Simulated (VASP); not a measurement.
# Bi (P6_3/mmc) in VASP: further runs

The runs below take Bi through single point, relaxation of cell and atoms, with PBEsol.

Program: VASP 6.6.1. These are calculated values, not measurements. Logs are shortened: lines on timing, memory, paths and dates and some standing lists are left out, and cuts for length are marked.

### 1 The cell of the first run

The structure is hexagonal, space group P6_3/mmc (No. 194). The conventional cell has a = 3.447 Å, b = 3.447 Å, c = 5.790 Å, α = 90.00°, β = 90.00°, γ = 120.00°. Within 4.5 Å of Bi (site symmetry -6m2) lie 12 Bi at 3.45 to 3.51 Å.

### 2 Single point, PBEsol

INCAR

```
SYSTEM = Bi
ALGO = Normal ; EDIFF = 1E-6
ENCUT = 500 ; GGA = PS
GGA_COMPAT = .False. ; ISIF = 2
ISMEAR = 1 ; LASPH = .True.
LCHARG = .False. ; LREAL = .False.
LWAVE = .False. ; NBANDS = 22
NELM = 120 ; PREC = Accurate
SIGMA = 0.05
```

KPOINTS

```
k-points
0
Gamma
  6 6 4
  0 0 0
```

POSCAR

```
Bi
1.0
    3.4466997182      0.0000000000      0.0000000000
   -1.7233498591      2.9849295152      0.0000000000
    0.0000000000      0.0000000000      5.7901924107
Bi
2
Direct
    0.3333333333      0.6666666667      0.2500000000
    0.6666666667      0.3333333333      0.7500000000
```

Potentials or basis: VASP PAW PBE potentials, release 64 (Bi_d).

The run is started by

```console
cat potpaw_PBE.64/Bi_d/POTCAR > POTCAR
mpirun -np 1 vasp_std > vasp.out
```

OUTCAR:

```text
SYSTEM = Bi
   EDIFF = 1E-6
   ENCUT = 500
   GGA = PS
   ISIF = 2
   ISMEAR = 1
   LASPH = .True.
   LREAL = .False.
   NELM = 120
   PREC = Accurate

 ion  position               nearest neighbor table
   1  0.333  0.667  0.250-   2 3.51   2 3.51   2 3.51   2 3.51   2 3.51   2 3.51
   2  0.667  0.333  0.750-   1 3.51   1 3.51   1 3.51   1 3.51   1 3.51   1 3.51

  LATTYP: Found a hexagonal cell.
 ALAT       =     3.4466997182
 C/A-ratio  =     1.6799236615

  Lattice vectors:

 A1 = (   3.4466997182,   0.0000000000,   0.0000000000)
 A2 = (  -1.7233498591,   2.9849295152,   0.0000000000)
 A3 = (   0.0000000000,   0.0000000000,   5.7901924107)

Analysis of symmetry for initial positions (statically):
=====================================================================
 Subroutine PRICEL returns:
 Original cell was already a primitive cell.

 Routine SETGRP: Setting up the symmetry group for a
 hexagonal supercell.

 Subroutine GETGRP returns: Found 24 space group operations
 (whereof 12 operations were pure point group operations)
 out of a pool of 24 trial point group operations.

The static configuration has the point symmetry D_3d.
 The point group associated with its full space group is D_6h.

Analysis of symmetry for dynamics (positions and initial velocities):
=====================================================================
 Subroutine PRICEL returns:
 Original cell was already a primitive cell.

 Routine SETGRP: Setting up the symmetry group for a
 hexagonal supercell.

 Subroutine GETGRP returns: Found 24 space group operations
 (whereof 12 operations were pure point group operations)
 out of a pool of 24 trial point group operations.

The dynamic configuration has the point symmetry D_3d.
 The point group associated with its full space group is D_6h.

 Subroutine INISYM returns: Found 24 space group operations
 (whereof 12 operations are pure point group operations),
 and found     1 'primitive' translations

----------------------------------------------------------------------------------------

                                     Primitive cell

  volume of cell :      59.5704

  direct lattice vectors                    reciprocal lattice vectors
     3.446699718  0.000000000  0.000000000     0.290132614  0.167508143  0.000000000
    -1.723349859  2.984929515  0.000000000     0.000000000  0.335016286  0.000000000
     0.000000000  0.000000000  5.790192411     0.000000000  0.000000000  0.172705832

  length of vectors
     3.446699718  3.446699718  5.790192411     0.335016286  0.335016286  0.172705832

  position of ions in fractional coordinates (direct lattice)
     0.333333333  0.666666667  0.250000000
     0.666666667  0.333333333  0.750000000

  ion indices of the primitive-cell ions
   primitive index   ion index
                 1           1
                 2           2

----------------------------------------------------------------------------------------

 KPOINTS: k-points

Automatic generation of k-mesh.
 Grid dimensions read from file:
 generate k-points for:    6    6    4

 Generating k-lattice:

  Cartesian coordinates                     Fractional coordinates (reciprocal lattice)
     0.048355436  0.027918024  0.000000000     0.166666667  0.000000000  0.000000000
     0.000000000  0.055836048  0.000000000     0.000000000  0.166666667  0.000000000
     0.000000000  0.000000000  0.043176458     0.000000000  0.000000000  0.250000000

  Length of vectors
     0.055836048  0.055836048  0.043176458

  Shift w.r.t. Gamma in fractional coordinates (k-lattice)
     0.000000000  0.000000000  0.000000000

 Subroutine IBZKPT returns following result:
 ===========================================

 Found     21 irreducible k-points:

 Following reciprocal coordinates:
            Coordinates               Weight
  0.000000  0.000000  0.000000      1.000000
  0.166667  0.000000  0.000000      6.000000
  0.333333 -0.000000  0.000000      6.000000
  0.500000 -0.000000  0.000000      3.000000
  0.166667  0.166667  0.000000      6.000000
  0.333333  0.166667  0.000000     12.000000
[... 13 lines left out ...]
  0.333333  0.166667  0.500000     12.000000
  0.333333  0.333333  0.500000      2.000000
   k-points           NKPTS =     21   k-points in BZ     NKDIM =     21   number of bands    NBANDS=     22
   number of dos      NEDOS =    301   number of ions     NIONS =      2
   total plane-waves  NPLWV =  32928
   dimension x,y,z NGX =    28 NGY =   28 NGZ =   42
   dimension x,y,z NGXF=    56 NGYF=   56 NGZF=   84
   ions per type =               2
   NGX,Y,Z   is equivalent  to a cutoff of  13.51, 13.51, 12.06 a.u.
   NGXF,Y,Z  is equivalent  to a cutoff of  27.01, 27.01, 24.12 a.u.
 SYSTEM =  Bi
   PREC   = accura    normal or accurate (medium, high low for compatibility)
   ISTART =      0    job   : 0-new  1-cont  2-samecut
   ICHARG =      2    charge: 1-file 2-atom 10-const
   ISPIN  =      1    spin polarized calculation?
   LNONCOLLINEAR =      F non collinear calculations
   LSORBIT =      F    spin-orbit coupling
   LASPH  =      T    aspherical Exc in radial PAW
   ENCUT  =  500.0 eV  36.75 Ry    6.06 a.u.   6.28  6.28 10.56*2*pi/ulx,y,z
   NELM   =    120;   NELMIN=  2; NELMDL= -5     # of ELM steps
   EDIFF  = 0.1E-05   stopping-criterion for ELM
   LREAL  =      F    real-space projection
   EDIFFG = 0.1E-04   stopping-criterion for IOM
   NSW    =      0    number of steps for IOM
   IBRION =     -1    ionic relax: 0-MD 1-quasi-New 2-CG
   NFREE  =      0    steps in history (QN), initial steepest desc. (CG)
   ISIF   =      2    stress and relaxation
   ISYM   =      2    0-nonsym 1-usesym 2-fastsym
   POTIM  = 0.5000    time-step for ionic-motion
   TEBEG  =    0.0;   TEEND  =   0.0 temperature during run
   PSTRESS=    0.0 pullay stress
   NELECT =      30.0000    total number of electrons
   NUPDOWN=      -1.0000    fix difference up-down
   EMIN   =  10.00;   EMAX   =-10.00  energy-range for DOS
   EFERMI =   0.00;   METHOD = LEGACY
   ISMEAR =     1;   SIGMA  =   0.05  broadening in eV -4-tet -1-fermi 0-gaus
   EFERMI_NEDOS =   21; number of points for ismear=-14 and -15
   IALGO  =     38    algorithm
   IMIX   =      4    mixing-type and parameters
     AMIX     =   0.40;   BMIX     =  1.00
     AMIX_MAG =   1.60;   BMIX_MAG =  1.00
  volume/ion in A,a.u.               =      29.79       201.00
  Fermi-wavevector in a.u.,A,eV,Ry     =   1.302482  2.461334 23.081732  1.696459
  Thomas-Fermi vector in A             =   2.433547
   LORBIT       =      0    0 simple, 1 ext, 2 COOP (PROOUT), +10 PAW based schemes
   GGA     = PS    functional components
   LHFCALC =     F    Hartree Fock is set to
   AEXX    =    0.0000 exact exchange contribution
   IVDW    =     0    specifies the selected vdW correction
   LEPSILON=     F    determine dielectric tensor
   LRPA    =     F    only Hartree local field effects (RPA)
 non-spin polarized calculation
 Methfessel and Paxton  Order N= 1 SIGMA  =   0.05
  energy-cutoff  :      500.00
  volume of cell :       59.57
 maximum number of plane-waves:      1533
 NGX is ok and might be reduce to    28
   NGX = 13   NGY = 13   NGZ = 21

 number of electron      29.9999991 magnetization

 Free energy of the ion-electron system (eV)
  ---------------------------------------------------
  ext. energy  EPLUGINS =         0.00000000
  ---------------------------------------------------
  free energy    TOTEN  =        -8.54042414 eV

  energy without entropy =       -8.54029497  energy(sigma->0) =       -8.54038108

 E-fermi :   8.7272     XC(G=0): -10.6527

 val. band max:        8.5601074598   @ k =   0.5000  -0.0000   0.0000
 cond. band min:       8.7583820519   @ k =   0.1667   0.1667   0.5000
 fundamental gap:      0.1982745921
 Fermi energy:         8.7271793116

 k-point     1 :       0.0000    0.0000    0.0000
  band No.  band energies     occupation
      1     -14.6692      2.00000
      2     -14.6659      2.00000
      3     -14.6659      2.00000
      4     -14.6564      2.00000
      5     -14.6564      2.00000
      6     -14.6562      2.00000
[... 14 lines left out ...]
     21      18.0014      0.00000
     22      19.1008      0.00000

 k-point     2 :       0.1667    0.0000    0.0000
  band No.  band energies     occupation
      1     -14.6945      2.00000
      2     -14.6621      2.00000
      3     -14.6404      2.00000
      4     -14.6249      2.00000
      5     -14.6157      2.00000
      6     -14.6141      2.00000
[... 14 lines left out ...]
     21      17.8053      0.00000
     22      18.5044      0.00000

 k-point     3 :       0.3333   -0.0000    0.0000
  band No.  band energies     occupation
      1     -14.7343      2.00000
      2     -14.6751      2.00000
      3     -14.6538      2.00000
      4     -14.6303      2.00000
      5     -14.5888      2.00000
      6     -14.5683      2.00000
[... 14 lines left out ...]
     21      17.0531      0.00000
     22      18.2458      0.00000

 k-point     4 :       0.5000   -0.0000    0.0000
  band No.  band energies     occupation
      1     -14.7527      2.00000
      2     -14.6838      2.00000
      3     -14.6755      2.00000
      4     -14.6404      2.00000
      5     -14.5863      2.00000
      6     -14.5620      2.00000
[... 14 lines left out ...]
     21      16.7566      0.00000
     22      18.4146      0.00000

 k-point     5 :       0.1667    0.1667    0.0000
  band No.  band energies     occupation
      1     -14.6816      2.00000
      2     -14.6736      2.00000
      3     -14.6415      2.00000
      4     -14.6275      2.00000
      5     -14.6154      2.00000
      6     -14.6077      2.00000
[... 342 lines left out ...]
 k-point    19 :       0.1667    0.1667    0.5000
  band No.  band energies     occupation
      1     -14.6775      2.00000
      2     -14.6775      2.00000
      3     -14.6483      2.00000
      4     -14.6483      2.00000
      5     -14.5916      2.00000
      6     -14.5916      2.00000
[... 14 lines left out ...]
     21      18.6081      0.00000
     22      18.6081      0.00000

 k-point    20 :       0.3333    0.1667    0.5000
  band No.  band energies     occupation
      1     -14.6826      2.00000
      2     -14.6826      2.00000
      3     -14.6492      2.00000
      4     -14.6492      2.00000
      5     -14.5858      2.00000
      6     -14.5858      2.00000
[... 14 lines left out ...]
     21      17.0796      0.00000
     22      17.0796      0.00000

 k-point    21 :       0.3333    0.3333    0.5000
  band No.  band energies     occupation
      1     -14.6624      2.00000
      2     -14.6624      2.00000
      3     -14.6062      2.00000
      4     -14.6062      2.00000
      5     -14.5822      2.00000
      6     -14.5822      2.00000
[... 14 lines left out ...]
     21      15.9638      0.00000
     22      15.9638      0.00000

------------------------ aborting loop because EDIFF is reached ----------------------------------------

  FORCE on cell =-STRESS in cart. coord.  units (eV):
  Direction    XX          YY          ZZ          XY          YZ          ZX
  --------------------------------------------------------------------------------------
  -------------------------------------------------------------------------------------
  Total       -0.0331254     -0.0331254     -0.0086129      0.0000000     -0.0000000      0.0000000
  in kB       -0.8909262     -0.8909262     -0.2316496      0.0000000     -0.0000000      0.0000000
  external PRESSURE =      -0.6711673 kB  Pullay stress =       0.0000000 kB

 VOLUME and BASIS-vectors are now :
 -----------------------------------------------------------------------------
  energy-cutoff  :      500.00
  volume of cell :       59.57
      direct lattice vectors                 reciprocal lattice vectors
     3.446699718  0.000000000  0.000000000     0.290132614  0.167508143  0.000000000
    -1.723349859  2.984929515  0.000000000     0.000000000  0.335016286  0.000000000
     0.000000000  0.000000000  5.790192411     0.000000000  0.000000000  0.172705832

 POSITION                                       TOTAL-FORCE (eV/Angst)
 -----------------------------------------------------------------------------------
     -0.00000      1.98995      1.44755        -0.000000     -0.000000      0.000000
      1.72335      0.99498      4.34264         0.000000      0.000000      0.000000
 -----------------------------------------------------------------------------------
    total drift:                                0.000000     -0.000000      0.000000

  FREE ENERGIE OF THE ION-ELECTRON SYSTEM (eV)
  ---------------------------------------------------
  free  energy   TOTEN  =        -8.5404241381 eV

  energy  without entropy=       -8.5402949749  energy(sigma->0) =       -8.54038108
```

Wall time 14 s (1 thread of AMD EPYC 9R45 (Zen 5), shared host); peak memory 0.14 GiB.

Results:

```
Free energy            : -8.5404 eV
Pressure               : -0.1 GPa
Band gap on the k mesh : zero (band 15 reaches 12.95 eV, above the bottom of band 16 at 5.38 eV)
```

Levels at points of the mesh, in eV from the Fermi level:
| k point | band 11 | band 12 | band 13 | band 14 | band 15 | band 16 | band 17 | band 18 | band 19 | band 20 |
| --- | --- | --- | --- | --- | --- | --- | --- | --- | --- | --- |
| (0.00, 0.00, 0.00) | -14.28 | -11.41 | -5.94 | 3.50 | 3.50 | 4.55 | 5.04 | 5.04 | 7.18 | 7.96 |
| (0.50, 0.00, 0.00) | -11.20 | -10.15 | -5.06 | -3.68 | -2.37 | -0.17 | 0.22 | 3.18 | 4.66 | 6.84 |
| (0.00, 0.00, 0.50) | -13.23 | -13.23 | -1.71 | -1.71 | 4.22 | 4.22 | 4.22 | 4.22 | 8.01 | 8.01 |
| (0.50, 0.00, 0.50) | -10.61 | -10.61 | -5.45 | -5.45 | 1.11 | 1.11 | 1.40 | 1.40 | 5.27 | 5.27 |

Caveat: the PAW data sets were made with another functional, which shifts forces and pressure a little; spin-orbit coupling is left out, which moves the levels of the heavy elements.

[end of part 1 of 2]
